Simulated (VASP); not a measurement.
# GeSe (Pnma) in VASP: further runs

Runs on GeSe. Level: PBEsol. Tasks: single point, relaxation of cell and atoms.

Everything below comes from runs of VASP 6.6.1. Logs are shortened: lines on timing, memory, paths and dates and some standing lists are left out, and cuts for length are marked.

### Step 1. The cell of the first run

Symmetry: Pnma, No. 62, orthorhombic system. Conventional cell: a = 10.711 Å, b = 3.854 Å, c = 4.267 Å, α = 90.00°, β = 90.00°, γ = 90.00°. Ge (site symmetry m) has 6 Se at 2.57 to 3.27 Å and 2 Ge at 3.33 Å within 3.4 Å. Within 3.4 Å of Se (site symmetry m) lie 6 Ge at 2.57 to 3.27 Å.

### Step 2. Single point, PBEsol

Input file INCAR:

```
PREC = Accurate
ENCUT = 520
EDIFF = 1E-6
ISMEAR = 0
SIGMA = 0.02
LREAL = F
LASPH = T
NELM = 60
ALGO = Normal
ISIF = 2
LWAVE = F
LCHARG = F
GGA = PS
NBANDS = 50
```

Input file KPOINTS:

```
Automatic mesh
0
Gamma
  4 10 8
```

Input file POSCAR:

```
GeSe
1.0
   10.7114879389      0.0000000000      0.0000000000
    0.0000000000      3.8543821038      0.0000000000
    0.0000000000      0.0000000000      4.2673309534
Ge Se
4 4
Direct
    0.3807263861      0.7500000000      0.6069329039
    0.1192736139      0.2500000000      0.1069329039
    0.8807263861      0.7500000000      0.8930670961
    0.6192736139      0.2500000000      0.3930670961
    0.1442150642      0.7500000000      0.5061952205
    0.3557849358      0.2500000000      1.0061952205
    0.6442150642      0.7500000000     -0.0061952205
    0.8557849358      0.2500000000      0.4938047795
```

Potentials or basis: VASP PAW PBE potentials, release 64 (Ge_d, Se).

Run with:

```console
cat potpaw_PBE.64/Ge_d/POTCAR potpaw_PBE.64/Se/POTCAR > POTCAR
mpirun -np 1 vasp_std > vasp.out
```

OUTCAR:

```text
PREC = Accurate
   ENCUT = 520
   EDIFF = 1E-6
   ISMEAR = 0
   LREAL = F
   LASPH = T
   NELM = 60
   ISIF = 2
   GGA = PS

 ion  position               nearest neighbor table
   1  0.381  0.750  0.607-   5 2.57   6 2.59   6 2.59
   2  0.119  0.250  0.107-   6 2.57   5 2.59   5 2.59
   3  0.881  0.750  0.893-   7 2.57   8 2.59   8 2.59
   4  0.619  0.250  0.393-   8 2.57   7 2.59   7 2.59
   5  0.144  0.750  0.506-   1 2.57   2 2.59   2 2.59
   6  0.356  0.250  0.006-   2 2.57   1 2.59   1 2.59
   7  0.644  0.750  0.994-   3 2.57   4 2.59   4 2.59
   8  0.856  0.250  0.494-   4 2.57   3 2.59   3 2.59

  LATTYP: Found a simple orthorhombic cell.
 ALAT       =     3.8543821038
 B/A-ratio  =     1.1071374966
 C/A-ratio  =     2.7790415300

  Lattice vectors:

 A1 = (   0.0000000000,   3.8543821038,   0.0000000000)
 A2 = (   0.0000000000,   0.0000000000,   4.2673309534)
 A3 = (  10.7114879389,   0.0000000000,   0.0000000000)

Analysis of symmetry for initial positions (statically):
=====================================================================
 Subroutine PRICEL returns:
 Original cell was already a primitive cell.

 Routine SETGRP: Setting up the symmetry group for a
 simple orthorhombic supercell.

 Subroutine GETGRP returns: Found  8 space group operations
 (whereof  2 operations were pure point group operations)
 out of a pool of  8 trial point group operations.

The static configuration has the point symmetry S_2 .
 The point group associated with its full space group is D_2h.

Analysis of symmetry for dynamics (positions and initial velocities):
=====================================================================
 Subroutine PRICEL returns:
 Original cell was already a primitive cell.

 Routine SETGRP: Setting up the symmetry group for a
 simple orthorhombic supercell.

 Subroutine GETGRP returns: Found  8 space group operations
 (whereof  2 operations were pure point group operations)
 out of a pool of  8 trial point group operations.

The dynamic configuration has the point symmetry S_2 .
 The point group associated with its full space group is D_2h.

 Subroutine INISYM returns: Found  8 space group operations
 (whereof  2 operations are pure point group operations),
 and found     1 'primitive' translations

----------------------------------------------------------------------------------------

                                     Primitive cell

  volume of cell :     176.1817

  direct lattice vectors                    reciprocal lattice vectors
    10.711487939  0.000000000  0.000000000     0.093357711  0.000000000  0.000000000
     0.000000000  3.854382104  0.000000000     0.000000000  0.259444957  0.000000000
     0.000000000  0.000000000  4.267330953     0.000000000  0.000000000  0.234338515

  length of vectors
    10.711487939  3.854382104  4.267330953     0.093357711  0.259444957  0.234338515

  position of ions in fractional coordinates (direct lattice)
     0.380726386  0.750000000  0.606932904
     0.119273614  0.250000000  0.106932904
     0.880726386  0.750000000  0.893067096
     0.619273614  0.250000000  0.393067096
     0.144215064  0.750000000  0.506195220
     0.355784936  0.250000000  0.006195220
     0.644215064  0.750000000  0.993804780
     0.855784936  0.250000000  0.493804780

  ion indices of the primitive-cell ions
   primitive index   ion index
                 1           1
                 2           2
                 3           3
                 4           4
                 5           5
                 6           6
                 7           7
                 8           8

----------------------------------------------------------------------------------------

 KPOINTS: Automatic mesh

Automatic generation of k-mesh.
 Grid dimensions read from file:
 generate k-points for:    4   10    8

 Generating k-lattice:

  Cartesian coordinates                     Fractional coordinates (reciprocal lattice)
     0.023339428  0.000000000  0.000000000     0.250000000  0.000000000  0.000000000
     0.000000000  0.025944496  0.000000000     0.000000000  0.100000000  0.000000000
     0.000000000  0.000000000  0.029292314     0.000000000  0.000000000  0.125000000

  Length of vectors
     0.023339428  0.025944496  0.029292314

  Shift w.r.t. Gamma in fractional coordinates (k-lattice)
     0.000000000  0.000000000  0.000000000

 Subroutine IBZKPT returns following result:
 ===========================================

 Found     90 irreducible k-points:

 Following reciprocal coordinates:
            Coordinates               Weight
  0.000000  0.000000  0.000000      1.000000
  0.250000  0.000000  0.000000      2.000000
  0.500000  0.000000  0.000000      1.000000
  0.000000  0.100000  0.000000      2.000000
  0.250000  0.100000  0.000000      4.000000
  0.500000  0.100000  0.000000      2.000000
[... 16 lines left out ...]
  0.250000  0.100000  0.125000      8.000000
  0.500000  0.100000  0.125000      4.000000
 [... further k-points ...]
   k-points           NKPTS =     90   k-points in BZ     NKDIM =     90   number of bands    NBANDS=     50
   number of dos      NEDOS =    301   number of ions     NIONS =      8
   total plane-waves  NPLWV =  76800
   dimension x,y,z NGX =    80 NGY =   30 NGZ =   32
   dimension x,y,z NGXF=   160 NGYF=   60 NGZF=   64
   ions per type =               4   4
   NGX,Y,Z   is equivalent  to a cutoff of  12.42, 12.94, 12.47 a.u.
   NGXF,Y,Z  is equivalent  to a cutoff of  24.83, 25.88, 24.93 a.u.
 SYSTEM =  unknown system
   PREC   = accura    normal or accurate (medium, high low for compatibility)
   ISTART =      0    job   : 0-new  1-cont  2-samecut
   ICHARG =      2    charge: 1-file 2-atom 10-const
   ISPIN  =      1    spin polarized calculation?
   LNONCOLLINEAR =      F non collinear calculations
   LSORBIT =      F    spin-orbit coupling
   LASPH  =      T    aspherical Exc in radial PAW
   ENCUT  =  520.0 eV  38.22 Ry    6.18 a.u.  19.92  7.17  7.93*2*pi/ulx,y,z
   NELM   =     60;   NELMIN=  2; NELMDL= -5     # of ELM steps
   EDIFF  = 0.1E-05   stopping-criterion for ELM
   LREAL  =      F    real-space projection
   EDIFFG = 0.1E-04   stopping-criterion for IOM
   NSW    =      0    number of steps for IOM
   IBRION =     -1    ionic relax: 0-MD 1-quasi-New 2-CG
   NFREE  =      0    steps in history (QN), initial steepest desc. (CG)
   ISIF   =      2    stress and relaxation
   ISYM   =      2    0-nonsym 1-usesym 2-fastsym
   POTIM  = 0.5000    time-step for ionic-motion
   TEBEG  =    0.0;   TEEND  =   0.0 temperature during run
   PSTRESS=    0.0 pullay stress
   NELECT =      80.0000    total number of electrons
   NUPDOWN=      -1.0000    fix difference up-down
   EMIN   =  10.00;   EMAX   =-10.00  energy-range for DOS
   EFERMI =   0.00;   METHOD = LEGACY
   ISMEAR =     0;   SIGMA  =   0.02  broadening in eV -4-tet -1-fermi 0-gaus
   EFERMI_NEDOS =   21; number of points for ismear=-14 and -15
   IALGO  =     38    algorithm
   IMIX   =      4    mixing-type and parameters
     AMIX     =   0.40;   BMIX     =  1.00
     AMIX_MAG =   1.60;   BMIX_MAG =  1.00
  volume/ion in A,a.u.               =      22.02       148.62
  Fermi-wavevector in a.u.,A,eV,Ry     =   1.258301  2.377844 21.542394  1.583321
  Thomas-Fermi vector in A             =   2.391917
   LORBIT       =      0    0 simple, 1 ext, 2 COOP (PROOUT), +10 PAW based schemes
   GGA     = PS    functional components
   LHFCALC =     F    Hartree Fock is set to
   AEXX    =    0.0000 exact exchange contribution
   IVDW    =     0    specifies the selected vdW correction
   LEPSILON=     F    determine dielectric tensor
   LRPA    =     F    only Hartree local field effects (RPA)
 non-spin polarized calculation
 Gauss-broadening in eV      SIGMA  =   0.02
  energy-cutoff  :      520.00
  volume of cell :      176.18
 maximum number of plane-waves:      4770
 NGX is ok and might be reduce to    80
   NGX = 39   NGY = 15   NGZ = 15

 number of electron      79.9999982 magnetization

 Free energy of the ion-electron system (eV)
  ---------------------------------------------------
  ext. energy  EPLUGINS =         0.00000000
  ---------------------------------------------------
  free energy    TOTEN  =       -36.99123577 eV

  energy without entropy =      -36.99123577  energy(sigma->0) =      -36.99123577

 E-fermi :   4.8590     XC(G=0): -10.3279

 val. band max:        4.7499190048   @ k =   0.0000   0.0000   0.3750
 cond. band min:       5.1544608582   @ k =   0.0000   0.0000   0.0000
 fundamental gap:      0.4045418534
 Fermi energy:         4.8590496057

 k-point     1 :       0.0000    0.0000    0.0000
  band No.  band energies     occupation
      1     -19.8654      2.00000
      2     -19.8618      2.00000
      3     -19.8609      2.00000
      4     -19.8600      2.00000
      5     -19.8594      2.00000
      6     -19.8587      2.00000
[... 42 lines left out ...]
     49       9.5616      0.00000
     50       9.8592      0.00000

 k-point     2 :       0.2500    0.0000    0.0000
  band No.  band energies     occupation
      1     -19.8650      2.00000
      2     -19.8626      2.00000
      3     -19.8607      2.00000
      4     -19.8598      2.00000
      5     -19.8594      2.00000
      6     -19.8583      2.00000
[... 42 lines left out ...]
     49       9.8861      0.00000
     50       9.9923      0.00000

 k-point     3 :       0.5000    0.0000    0.0000
  band No.  band energies     occupation
      1     -19.8639      2.00000
      2     -19.8639      2.00000
      3     -19.8604      2.00000
      4     -19.8604      2.00000
      5     -19.8587      2.00000
      6     -19.8587      2.00000
[... 42 lines left out ...]
     49       9.8599      0.00000
     50       9.8612      0.00000

 k-point     4 :       0.0000    0.1000    0.0000
  band No.  band energies     occupation
      1     -19.8646      2.00000
      2     -19.8619      2.00000
      3     -19.8613      2.00000
      4     -19.8593      2.00000
      5     -19.8591      2.00000
      6     -19.8591      2.00000
[... 999 lines left out ...]
 k-point    23 :       0.2500    0.1000    0.1250
  band No.  band energies     occupation
      1     -19.8640      2.00000
      2     -19.8622      2.00000
      3     -19.8614      2.00000
      4     -19.8602      2.00000
      5     -19.8589      2.00000
      6     -19.8585      2.00000
[... 42 lines left out ...]
     49       8.9090      0.00000
     50       9.6752      0.00000

 k-point    24 :       0.5000    0.1000    0.1250
  band No.  band energies     occupation
      1     -19.8632      2.00000
      2     -19.8632      2.00000
      3     -19.8609      2.00000
      4     -19.8609      2.00000
      5     -19.8585      2.00000
      6     -19.8585      2.00000
[... 42 lines left out ...]
     49       9.3123      0.00000
     50       9.3132      0.00000

 [... further k-points ...]

------------------------ aborting loop because EDIFF is reached ----------------------------------------

  FORCE on cell =-STRESS in cart. coord.  units (eV):
  Direction    XX          YY          ZZ          XY          YZ          ZX
  --------------------------------------------------------------------------------------
  -------------------------------------------------------------------------------------
  Total        0.1058858      0.0693544      0.0810345      0.0000000     -0.0000000      0.0000000
  in kB        0.9629138      0.6307014      0.7369192      0.0000000     -0.0000000      0.0000000
  external PRESSURE =       0.7768448 kB  Pullay stress =       0.0000000 kB

 VOLUME and BASIS-vectors are now :
 -----------------------------------------------------------------------------
  energy-cutoff  :      520.00
  volume of cell :      176.18
      direct lattice vectors                 reciprocal lattice vectors
    10.711487939  0.000000000  0.000000000     0.093357711  0.000000000  0.000000000
     0.000000000  3.854382104  0.000000000     0.000000000  0.259444957  0.000000000
     0.000000000  0.000000000  4.267330953     0.000000000  0.000000000  0.234338515

 POSITION                                       TOTAL-FORCE (eV/Angst)
 -----------------------------------------------------------------------------------
      4.07815      2.89079      2.58998         0.014695     -0.000000     -0.011432
      1.27760      0.96360      0.45632        -0.014695     -0.000000     -0.011432
      9.43389      2.89079      3.81101         0.014695      0.000000      0.011432
      6.63334      0.96360      1.67735        -0.014695      0.000000      0.011432
      1.54476      2.89079      2.16010        -0.008375     -0.000000      0.009825
      3.81099      0.96360      0.02644         0.008375     -0.000000      0.009825
      6.90050      2.89079      4.24089        -0.008375     -0.000000     -0.009825
      9.16673      0.96360      2.10723         0.008375     -0.000000     -0.009825
 -----------------------------------------------------------------------------------
    total drift:                                0.000000     -0.000000     -0.000000

  FREE ENERGIE OF THE ION-ELECTRON SYSTEM (eV)
  ---------------------------------------------------
  free  energy   TOTEN  =       -36.9912357741 eV

  energy  without entropy=      -36.9912357741  energy(sigma->0) =      -36.99123577
```

It took 9.9 min on 1 thread of Intel Xeon 6975P-C, shared host; peak memory 0.67 GiB.

Results:

| Item | Value |
| --- | --- |
| Free energy | -36.9912 eV |
| Pressure | 0.1 GPa |
| Largest force | 0.019 eV/Å |
| Band gap on the k mesh | 0.40 eV, indirect (least direct gap 0.72 eV) |

Forces on the atoms (eV/Å):
```
Ge   0.015  0.000 -0.011
Ge  -0.015  0.000 -0.011
Ge   0.015  0.000  0.011
Ge  -0.015  0.000  0.011
Se  -0.008  0.000  0.010
Se   0.008  0.000  0.010
Se  -0.008  0.000 -0.010
Se   0.008  0.000 -0.010
```

Caveat: the PAW data sets were made with another functional, which shifts forces and pressure a little. A k mesh can miss the band edges.

### Step 3. Relaxation of cell and atoms, PBEsol

Input file INCAR:

```
PREC = Accurate ; ENCUT = 500
EDIFF = 1E-7 ; ISMEAR = 0
SIGMA = 0.02 ; LREAL = F
LASPH = T ; NELM = 120
ALGO = Normal ; ISIF = 3
LWAVE = F ; LCHARG = F
GGA = PS ; IBRION = 2
NSW = 100 ; EDIFFG = -0.005
GGA_COMPAT = F ; NELMIN = 4
LUSENCCL = F
```

KPOINTS is that of step 2.

Input file POSCAR:

```
GeSe
1.0
   10.7139954035      0.0000000000      0.0000000000
    0.0000000000      3.8538291583      0.0000000000
    0.0000000000      0.0000000000      4.2617072995
Ge Se
4 4
Direct
    0.3807503644      0.7500000000      0.6063022375
    0.1192496356      0.2500000000      0.1063022375
    0.8807503644      0.7500000000      0.8936977625
    0.6192496356      0.2500000000      0.3936977625
    0.1442268893      0.7500000000      0.5061158868
    0.3557731107      0.2500000000      1.0061158868
    0.6442268893      0.7500000000     -0.0061158868
    0.8557731107      0.2500000000      0.4938841132
```

Potentials or basis: VASP PAW PBE potentials, release 64 (Ge_d, Se).

Run with:

```console
cat potpaw_PBE.64/Ge_d/POTCAR potpaw_PBE.64/Se/POTCAR > POTCAR
mpirun -np 1 vasp_std > vasp.out
```

It used 310 s of CPU time on 1 × NVIDIA H100 80GB with 1 thread of AMD EPYC 7R13 Processor (Zen 3) (shared host).

It converged, with:

- Free energy: -36.9905 eV
- Relaxed volume: 22.03 Å³/atom
- Relaxed cell: a = 10.717 Å, b = 3.856 Å, c = 4.264 Å, α = 90.00°, β = 90.00°, γ = 90.00°
- Space group after relaxing (to 0.05 Å): Pnma (No. 62)
- Energy gained by relaxing: 0.0 meV/atom
- Ionic steps: 3
- Pressure after relaxing: 0.0 GPa
- Largest force after relaxing: 0.003 eV/Å
- Band gap on the k mesh: 0.39 eV, indirect (least direct gap 0.71 eV)

Forces in eV/Å, atoms in the order of the input:
```
Ge   0.003  0.000 -0.002
Ge  -0.003  0.000 -0.002
Ge   0.003  0.000  0.002
Ge  -0.003  0.000  0.002
Se  -0.002  0.000  0.001
Se   0.002  0.000  0.001
Se  -0.002  0.000 -0.001
Se   0.002  0.000 -0.001
```

Step by step:
```
step  energy change (eV)  largest force (eV/Å)  pressure (GPa)  volume (Å³)
   1              0.0000                0.0161            0.09       175.97
   2             -0.0001                0.0025           -0.05       176.29
   3             -0.0001                0.0031           -0.01       176.21
```

Final structure:
```xyz
8
Lattice="10.7172 0.0000 0.0000 0.0000 3.8558 0.0000 0.0000 0.0000 4.2641" Properties=species:S:1:pos:R:3 pbc="T T T"
Ge    4.0810    2.8919    2.5849
Ge    1.2776    0.9640    0.4529
Ge    9.4396    2.8919    3.8112
Ge    6.6362    0.9640    1.6792
Se    1.5454    2.8919    2.1585
Se    3.8132    0.9640    0.0265
Se    6.9040    2.8919    4.2377
Se    9.1718    0.9640    2.1056
```

Levels at points of the mesh, in eV from the valence-band top:
```csv
k point,band 37,band 38,band 39,band 40,band 41,band 42,band 43,band 44
"(0.00, 0.00, 0.00)",-1.55,-1.28,-0.93,-0.37,0.39,2.63,2.63,2.64
"(0.50, 0.00, 0.00)",-1.91,-1.91,-0.55,-0.55,2.22,2.22,2.42,2.42
"(0.00, 0.50, 0.00)",-1.37,-1.37,-1.22,-1.22,0.94,0.94,1.11,1.11
"(0.50, 0.50, 0.00)",-1.57,-1.57,-1.57,-1.57,1.37,1.37,1.37,1.37
"(0.00, 0.00, 0.50)",-1.08,-1.08,-0.48,-0.48,1.05,1.05,1.65,1.65
"(0.50, 0.00, 0.50)",-0.64,-0.64,-0.62,-0.62,1.09,1.09,1.73,1.73
"(0.00, 0.50, 0.50)",-2.53,-2.53,-1.73,-1.73,2.74,2.74,3.25,3.25
"(0.50, 0.50, 0.50)",-1.66,-1.66,-1.66,-1.66,2.34,2.34,2.34,2.34
```

Caveat: the PAW data sets were made with another functional, which shifts forces and pressure a little.
